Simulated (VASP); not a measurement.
Write the native input for VASP 6.6.1 that does the following.

- Task: single point
- Functional: r2SCAN
- Potentials or basis: VASP PAW PBE potentials, release 64 (W_sv, Se)
- Cutoff: 520 eV
- k mesh: 12 × 12 × 4
- Occupations: gaussian, width 0.01 eV
- Spin: no spin polarisation
- Dipole correction: no
- Further INCAR settings: ALGO = Normal; EDIFF = 1e-06; NBANDS = 20

Crystal: WSe2.

```
CELL_PARAMETERS angstrom
3.29721 0.00000 0.00000
-1.64861 2.85547 0.00000
0.00000 0.00000 7.15482
ATOMIC_POSITIONS crystal
W 0.00000 0.00000 0.00000
Se 0.33333 0.66667 0.23282
Se 0.33333 0.66667 0.76718
```

This cell differs from its parent crystal: uniaxial z strain -0.4%.

The input as run:

POSCAR

```
WSe2
1.0
    3.2972137488      0.0000000000      0.0000000000
   -1.6486068744      2.8554708682      0.0000000000
    0.0000000000      0.0000000000      7.1548213373
W Se
1 2
Direct
    0.0000000000      0.0000000000      0.0000000000
    0.3333333333      0.6666666667      0.2328179824
    0.3333333333      0.6666666667      0.7671820176
```

INCAR.step1

```
PREC = Accurate
ENCUT = 520
ISMEAR = 0
SIGMA = 0.01
LREAL = False
LASPH = True
NELM = 60
NBANDS = 20
GGA = PE
ALGO = Normal
EDIFF = 1E-4
LWAVE = True
LCHARG = False
```

INCAR.step2

```
PREC = Accurate
ENCUT = 520
EDIFF = 1E-6
ISMEAR = 0
SIGMA = 0.01
LREAL = False
LASPH = True
NELM = 60
ALGO = Normal
ISIF = 2
LWAVE = False
LCHARG = True
METAGGA = R2SCAN
LMIXTAU = True
LELF = True
LVHAR = True
NBANDS = 20
ISTART = 1
```

KPOINTS

```
regular mesh
0
Gamma
  12 12 4
```

Potentials or basis: VASP PAW PBE potentials, release 64 (W_sv, Se).

Run with:

```bash
$ cat potpaw_PBE.64/W_sv/POTCAR potpaw_PBE.64/Se/POTCAR > POTCAR
$ cp INCAR.step1 INCAR
$ mpirun -np 1 vasp_std > vasp.out
$ cp INCAR.step2 INCAR
$ mpirun -np 1 vasp_std > vasp.out
```

It gave:

The pressure is 1.5 GPa and the largest force is 0.022 eV/Å. The band gap on the k mesh is 1.47 eV (least direct gap 1.67 eV).

Caveat: the cell differs from its parent crystal (uniaxial z strain -0.4%); the PAW data sets were made with another functional, which shifts forces and pressure a little; spin-orbit coupling is left out, which moves the levels of the heavy elements.

It took 4.3 min on 1 thread of Intel(R) Xeon(R) Platinum 8259CL CPU @ 2.50GHz (Skylake/Cascade Lake) (shared host), peak memory 0.25 GiB.
